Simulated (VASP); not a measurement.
# CuO (P4/mmm) in VASP: settings compared

The runs below take CuO through single point, with r2SCAN, LDA.

Everything below comes from runs of VASP 6.6.1. Logs are shortened: lines on timing, memory, paths and dates and some standing lists are left out, and cuts for length are marked.

### 1 The cell of the first run

It takes space group P4/mmm (No. 123, tetragonal). Conventional cell: a = 4.161 Å, b = 4.161 Å, c = 3.888 Å, α = 90.00°, β = 90.00°, γ = 90.00°. Cu (site symmetry mmm) has 4 O at 1.94 to 2.08 Å within 2.6 Å. Within 2.6 Å of Cu (site symmetry 4/mmm) lie 6 O at 1.94 to 2.08 Å. O (site symmetry 4/mmm) has 6 Cu at 1.94 to 2.08 Å within 2.6 Å. O (site symmetry mmm) has 4 Cu at 1.94 to 2.08 Å within 2.6 Å.

### 2 Single point, r2SCAN

POSCAR reads:

```
CuO
1.0
    4.1609370000      0.0000000000      0.0000000000
    0.0000000000      4.1609370000      0.0000000000
    0.0000000000      0.0000000000      3.8876430000
Cu O
3 3
Direct
    0.5000000000      0.0000000000      0.5000000000
    0.0000000000      0.5000000000      0.5000000000
    0.0000000000      0.0000000000      0.0000000000
    0.0000000000      0.0000000000      0.5000000000
    0.5000000000      0.0000000000      0.0000000000
    0.0000000000      0.5000000000      0.0000000000
```

INCAR.step1 reads:

```
SYSTEM = CuO
  PREC = Accurate
  ENCUT = 900
  ISMEAR = -1
  SIGMA = 0.05
  LREAL = .False.
  LASPH = .True.
  NELM = 120
  NBANDS = 46
  GGA = PE
  ALGO = Normal
  EDIFF = 1E-5
  LWAVE = .True.
  LCHARG = .False.
  GGA_COMPAT = .False.
```

INCAR.step2 reads:

```
SYSTEM = CuO
  PREC = Accurate
  ENCUT = 900
  EDIFF = 1E-6
  ISMEAR = -1
  SIGMA = 0.05
  LREAL = .False.
  LASPH = .True.
  NELM = 120
  ALGO = Normal
  ISIF = 2
  LWAVE = .False.
  LCHARG = .False.
  METAGGA = R2SCAN
  LMIXTAU = .True.
  NBANDS = 46
  ISTART = 1
  GGA_COMPAT = .False.
```

KPOINTS reads:

```
regular mesh
0
Gamma
  7 7 7
  0 0 0
```

Potentials or basis: VASP PAW PBE potentials, release 64 (Cu_sv_GW, O).

The run is started by

```sh
$ cat potpaw_PBE.64/Cu_sv_GW/POTCAR potpaw_PBE.64/O/POTCAR > POTCAR
$ cp INCAR.step1 INCAR
$ mpirun -np 1 vasp_std > vasp.out
$ cp INCAR.step2 INCAR
$ mpirun -np 1 vasp_std > vasp.out
```

OUTCAR:

```text
SYSTEM = CuO
   PREC = Accurate
   ENCUT = 900
   EDIFF = 1E-6
   ISMEAR = -1
   LREAL = .False.
   LASPH = .True.
   NELM = 120
   ISIF = 2
   METAGGA = R2SCAN
   ISTART = 1

 ion  position               nearest neighbor table
   1  0.500  0.000  0.500-   5 1.94   5 1.94   4 2.08   4 2.08
   2  0.000  0.500  0.500-   6 1.94   6 1.94   4 2.08   4 2.08
   3  0.000  0.000  0.000-   4 1.94   4 1.94   6 2.08   5 2.08   6 2.08   5 2.08
   4  0.000  0.000  0.500-   3 1.94   3 1.94   1 2.08   2 2.08   2 2.08   1 2.08
   5  0.500  0.000  0.000-   1 1.94   1 1.94   3 2.08   3 2.08
   6  0.000  0.500  0.000-   2 1.94   2 1.94   3 2.08   3 2.08

  LATTYP: Found a simple tetragonal cell.
 ALAT       =     4.1609370000
 C/A-ratio  =     0.9343191209

  Lattice vectors:

 A1 = (   4.1609370000,   0.0000000000,   0.0000000000)
 A2 = (   0.0000000000,   4.1609370000,   0.0000000000)
 A3 = (   0.0000000000,   0.0000000000,   3.8876430000)

Analysis of symmetry for initial positions (statically):
=====================================================================
 Subroutine PRICEL returns:
 Original cell was already a primitive cell.

 Routine SETGRP: Setting up the symmetry group for a
 simple tetragonal supercell.

 Subroutine GETGRP returns: Found 16 space group operations
 (whereof 16 operations were pure point group operations)
 out of a pool of 16 trial point group operations.

The static configuration has the point symmetry D_4h.

Analysis of symmetry for dynamics (positions and initial velocities):
=====================================================================
 Subroutine PRICEL returns:
 Original cell was already a primitive cell.

 Routine SETGRP: Setting up the symmetry group for a
 simple tetragonal supercell.

 Subroutine GETGRP returns: Found 16 space group operations
 (whereof 16 operations were pure point group operations)
 out of a pool of 16 trial point group operations.

The dynamic configuration has the point symmetry D_4h.

 Subroutine INISYM returns: Found 16 space group operations
 (whereof 16 operations are pure point group operations),
 and found     1 'primitive' translations

----------------------------------------------------------------------------------------

                                     Primitive cell

[... 98 lines left out ...]
   EDIFF  = 0.1E-05   stopping-criterion for ELM
   LREAL  =      F    real-space projection
   EDIFFG = 0.1E-04   stopping-criterion for IOM
   NSW    =      0    number of steps for IOM
   IBRION =     -1    ionic relax: 0-MD 1-quasi-New 2-CG
   NFREE  =      0    steps in history (QN), initial steepest desc. (CG)
   ISIF   =      2    stress and relaxation
   ISYM   =      2    0-nonsym 1-usesym 2-fastsym
   POTIM  = 0.5000    time-step for ionic-motion
   TEBEG  =    0.0;   TEEND  =   0.0 temperature during run
   PSTRESS=    0.0 pullay stress
   NELECT =      75.0000    total number of electrons
   NUPDOWN=      -1.0000    fix difference up-down
   EMIN   =  10.00;   EMAX   =-10.00  energy-range for DOS
   EFERMI =   0.00;   METHOD = LEGACY
   ISMEAR =    -1;   SIGMA  =   0.05  broadening in eV -4-tet -1-fermi 0-gaus
   EFERMI_NEDOS =   21; number of points for ismear=-14 and -15
   IALGO  =     38    algorithm
   IMIX   =      4    mixing-type and parameters
     AMIX     =   0.40;   BMIX     =  1.00
     AMIX_MAG =   1.60;   BMIX_MAG =  1.00
  volume/ion in A,a.u.               =      11.22        75.70
  Fermi-wavevector in a.u.,A,eV,Ry     =   1.697223  3.207287 39.192501  2.880568
  Thomas-Fermi vector in A             =   2.777944
   LORBIT       =      0    0 simple, 1 ext, 2 COOP (PROOUT), +10 PAW based schemes
   METAGGA = R2SCAN    functional components
   LHFCALC =     F    Hartree Fock is set to
   AEXX    =    0.0000 exact exchange contribution
   IVDW    =     0    specifies the selected vdW correction
   LEPSILON=     F    determine dielectric tensor
   LRPA    =     F    only Hartree local field effects (RPA)
 non-spin polarized calculation
  energy-cutoff  :      900.00
  volume of cell :       67.31
 maximum number of plane-waves:      4154
 NGX is ok and might be reduce to    42
   NGX = 21   NGY = 21   NGZ = 19

 number of electron      74.9999994 magnetization

 Free energy of the ion-electron system (eV)
  ---------------------------------------------------
  ext. energy  EPLUGINS =         0.00000000
  ---------------------------------------------------
  free energy    TOTEN  =       -53.43319100 eV

  energy without entropy =      -53.40749699  energy(sigma->0) =      -53.42034400

 E-fermi :   3.8922     XC(G=0): -12.2196

 val. band max:        3.8772045993   @ k =   0.4286   0.4286   0.4286
 cond. band min:       3.9024577465   @ k =   0.4286   0.2857   0.2857
 fundamental gap:      0.0252531471
 Fermi energy:         3.8921784784

 k-point     1 :       0.0000    0.0000    0.0000
  band No.  band energies     occupation
      1    -112.6950      2.00000
      2    -112.1059      2.00000
      3    -112.1050      2.00000
      4     -68.5915      2.00000
      5     -68.4919      2.00000
      6     -68.4919      2.00000
[... 1165 lines left out ...]
     45      15.6714      0.00000
     46      16.8323      0.00000

 [... further k-points ...]

------------------------ aborting loop because EDIFF is reached ----------------------------------------

  FORCE on cell =-STRESS in cart. coord.  units (eV):
  Direction    XX          YY          ZZ          XY          YZ          ZX
  --------------------------------------------------------------------------------------
  -------------------------------------------------------------------------------------
  Total       -1.6768218     -1.6768218     -3.0664541      0.0000000      0.0000000      0.0000000
  in kB      -39.9143291    -39.9143291    -72.9925271      0.0000000      0.0000000      0.0000000
  external PRESSURE =     -50.9403951 kB  Pullay stress =       0.0000000 kB

 VOLUME and BASIS-vectors are now :
 -----------------------------------------------------------------------------
  energy-cutoff  :      900.00
  volume of cell :       67.31
      direct lattice vectors                 reciprocal lattice vectors
     4.160937000  0.000000000  0.000000000     0.240330483  0.000000000  0.000000000
     0.000000000  4.160937000  0.000000000     0.000000000  0.240330483  0.000000000
     0.000000000  0.000000000  3.887643000     0.000000000  0.000000000  0.257225265

 POSITION                                       TOTAL-FORCE (eV/Angst)
 -----------------------------------------------------------------------------------
      2.08047      0.00000      1.94382         0.000000      0.000000      0.000000
      0.00000      2.08047      1.94382         0.000000      0.000000      0.000000
      0.00000      0.00000      0.00000         0.000000      0.000000      0.000000
      0.00000      0.00000      1.94382         0.000000      0.000000      0.000000
      2.08047      0.00000      0.00000         0.000000      0.000000      0.000000
      0.00000      2.08047      0.00000         0.000000      0.000000      0.000000
 -----------------------------------------------------------------------------------
    total drift:                                0.000000      0.000000     -0.000000

  FREE ENERGIE OF THE ION-ELECTRON SYSTEM (eV)
  ---------------------------------------------------
  free  energy   TOTEN  =       -53.4331910031 eV

  energy  without entropy=      -53.4074969921  energy(sigma->0) =      -53.42034400
```

OUTCAR.step1:

```text
SYSTEM = CuO
   PREC = Accurate
   ENCUT = 900
   ISMEAR = -1
   LREAL = .False.
   LASPH = .True.
   NELM = 120
[... 1412 lines left out ...]
      0.00000      0.00000      1.94382         0.000000      0.000000      0.000000
      2.08047      0.00000      0.00000         0.000000      0.000000      0.000000
      0.00000      2.08047      0.00000         0.000000      0.000000      0.000000
 -----------------------------------------------------------------------------------
    total drift:                                0.000000      0.000000     -0.000000

  FREE ENERGIE OF THE ION-ELECTRON SYSTEM (eV)
  ---------------------------------------------------
  free  energy   TOTEN  =       -28.1895260046 eV

  energy  without entropy=      -28.1591687616  energy(sigma->0) =      -28.17434738
```

It used 830 s of CPU time on 1 thread of Intel(R) Xeon(R) 6975P-C (Granite Rapids), on a shared host.

Results:

```
Free energy            : -53.4332 eV
Pressure               : -5.1 GPa
Band gap on the k mesh : zero (an odd number of electrons rules out a gap without spin polarisation)
```

Caveat: the cell stands under tension; the PAW data sets were made with another functional, which shifts forces and pressure a little; an odd number of electrons without spin polarisation forces a metal; a magnetic or distorted state may lie lower; semilocal functionals often make such compounds metallic where correlation or magnetic order opens a gap, which also shifts bond lengths.

### 3 Single point, LDA

This run uses another cell than the first one, of 10.37 Å³/atom.

INCAR reads:

```
ALGO = Normal ; EDIFF = 1E-6
ENCUT = 820 ; GGA = CA
GGA_COMPAT = False ; ISIF = 2
ISMEAR = -1 ; LASPH = True
LCHARG = False ; LREAL = False
LWAVE = False ; NBANDS = 46
NELM = 120 ; PREC = Accurate
SIGMA = 0.05
```

KPOINTS reads:

```
k-points
0
Gamma
  7 7 7
```

POSCAR, as its differences from that of step 2:

```diff
@@ -2,5 +2,5 @@
 1.0
-    4.1609370000      0.0000000000      0.0000000000
-    0.0000000000      4.1609370000      0.0000000000
-    0.0000000000      0.0000000000      3.8876430000
+    4.0426851135      0.0000000000      0.0000000000
+    0.0000000000      4.0426851135      0.0000000000
+    0.0000000000      0.0000000000      3.8071675356
 Cu O
```

Potentials or basis: VASP PAW LDA potentials, release 64 (Cu_sv_GW, O).

The run is started by

```sh
$ cat potpaw_LDA.64/Cu_sv_GW/POTCAR potpaw_LDA.64/O/POTCAR > POTCAR
$ mpirun -np 1 vasp_std > vasp.out
```

Run time: 3 min. Hardware: 1 thread of AMD EPYC 9R45 (Zen 5), shared host; peak memory 0.3 GiB.

It converged, with:

```yaml
Free_energy: -33.8001 eV
Pressure: -0.3 GPa
Band_gap_on_the_k_mesh: zero (an odd number of electrons rules out a gap without spin polarisation)
```

Stress tensor (GPa, compression positive):
```
-0.55  0.00  0.00
 0.00 -0.55  0.00
 0.00  0.00  0.22
```

Levels at points of the mesh, in eV from the Fermi level:
| k point | band 35 | band 36 | band 37 | band 38 | band 39 | band 40 | band 41 | band 42 |
| --- | --- | --- | --- | --- | --- | --- | --- | --- |
| (0.00, 0.00, 0.00) | -1.68 | -1.67 | -1.67 | -1.59 | -1.42 | 1.44 | 6.39 | 8.05 |

Caveat: an odd number of electrons without spin polarisation forces a metal; a magnetic or distorted state may lie lower; semilocal functionals often make such compounds metallic where correlation or magnetic order opens a gap, which also shifts bond lengths. With open d or f shells a metallic result of LDA can be an artefact of self-interaction; +U or a hybrid may open a gap.

The gap in the log of VASP goes by the Fermi energy; the results here count the filled bands.